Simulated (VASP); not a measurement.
A run of VASP 6.6.1 is set up as follows.

INCAR

```
SYSTEM = PtS2
PREC = Accurate
ENCUT = 520
EDIFF = 1E-6
ISMEAR = 0
SIGMA = 0.01
LREAL = .FALSE.
LASPH = .TRUE.
NELM = 80
ALGO = Normal
ISIF = 2
LWAVE = .FALSE.
LCHARG = .FALSE.
GGA = PS
IBRION = 2
NSW = 50
EDIFFG = -0.002
```

The input KPOINTS:

```
regular mesh
0
G
  10 10 6
  0 0 0
```

Contents of POSCAR:

```
PtS2
1.0
    3.5912446758      0.0000000000      0.0000000000
   -1.7956223379      3.1101091205      0.0000000000
    0.0000000000      0.0000000000      4.7607928364
Pt S
1 2
Direct
    0.0000000000      0.0000000000      0.0000000000
    0.3333333333      0.6666666667      0.2524636773
    0.6666666667      0.3333333333      0.7475363227
```

Potentials or basis: VASP PAW PBE potentials, release 64 (Pt, S).

Run with:

```sh
$ cat potpaw_PBE.64/Pt/POTCAR potpaw_PBE.64/S/POTCAR > POTCAR
$ mpirun -np 1 vasp_std > vasp.out
```

Q: Predict the energy gained by relaxing.

A: 1.2 meV/atom.

Q: What does it give for the band gap on the k mesh?

A: 0.22 eV, indirect (least direct gap 0.89 eV).

Final structure:
```
CELL_PARAMETERS angstrom
3.59124 0.00000 0.00000
-1.79562 3.11011 0.00000
0.00000 0.00000 4.76079
ATOMIC_POSITIONS crystal
Pt 0.00000 0.00000 0.00000
S 0.33333 0.66667 0.24882
S 0.66667 0.33333 0.75118
```

Caveat: spin-orbit coupling is left out, which moves the levels of the heavy elements. A k mesh can miss the band edges.
